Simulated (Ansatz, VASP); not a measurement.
## NaI: VASP beside Ansatz

POSCAR

```
NaI
1.0
    4.0405366006      0.0000000000      0.0000000000
    0.0000000000      4.0405366006      0.0000000000
    0.0000000000      0.0000000000      4.0405366006
Na I
1 1
Direct
    0.0000000000      0.0000000000      0.0000000000
    0.5000000000      0.5000000000      0.5000000000
```

INCAR.step1

```
PREC = Accurate
ENCUT = 520
EDIFF = 1E-5
ISMEAR = 0
SIGMA = 0.01
LREAL = False
LASPH = True
NELM = 80
ALGO = Normal
ISIF = 2
LWAVE = True
LCHARG = False
NBANDS = 14
GGA = PE
```

INCAR.step2

```
PREC = Accurate
ENCUT = 520
EDIFF = 1E-7
ISMEAR = 0
SIGMA = 0.01
LREAL = False
LASPH = True
NELM = 80
ALGO = Normal
ISIF = 2
LWAVE = False
LCHARG = False
GGA = PE
LHFCALC = True
AEXX = 0.25
PRECFOCK = Normal
NBANDS = 14
ISTART = 1
```

KPOINTS

```
Automatic mesh
0
Gamma
  4 4 4
```

Input for Ansatz:

```yaml
crystal:
  lattice:
    - [4.0405366006, 0.0, 0.0]
    - [0.0, 4.0405366006, 0.0]
    - [0.0, 0.0, 4.0405366006]
  atoms:
    - { symbol: Na, position: [0.0, 0.0, 0.0] }
    - { symbol: I, position: [0.5, 0.5, 0.5] }
kpoints:
  mp_grid: { grid: [4, 4, 4] }
  band_path:
    path:
      - [0.0, 0.0, 0.0]
      - [0.0, 0.5, 0.0]
      - [0.5, 0.5, 0.0]
      - [0.5, 0.5, 0.5]
      - [0.0, 0.5, 0.5]
    npoints: 1
hamiltonian:
  xc: pbe0
scf:
  occupations: { method: fixed }
  n_extra_bands: 4
output:
  forces: true
  stress: true
  eigenvalues: true
  write_density: true
  write_potential: true
  elf: true
  volumetric_format: npy
```

Alike in both runs: task single point; functional PBE0; k mesh 4 × 4 × 4; no spin polarisation.

|  | VASP | Ansatz |
| --- | --- | --- |
| version | VASP 6.6.1 | Ansatz 0.2.0 |
| potentials or method | VASP PAW PBE potentials, release 64 (Na_pv, I) | plane waves, PAW |
| plane-wave cutoff (eV) | 520 | 420 |
| occupations | gaussian, width 0.01 eV | fixed |
| valence electrons in the cell | 14 | 26 |

Ansatz gave:

| Item | Value |
| --- | --- |
| gap on the k mesh at the Fermi level (eV) | 3.91 |
| pressure (GPa) | 0.2 |

Problem. What did VASP give for the same quantities?

Solution. gap on the k mesh at the Fermi level (eV): 3.92; pressure (GPa): 0.1.

VASP's potentials hold 14 valence electrons a cell and Ansatz's 26, so a difference there can come from the potentials and not from the codes. Ansatz's warnings: stress exchange threshold loose, stress scf threshold loose.

Neither program's run includes spin-orbit coupling.
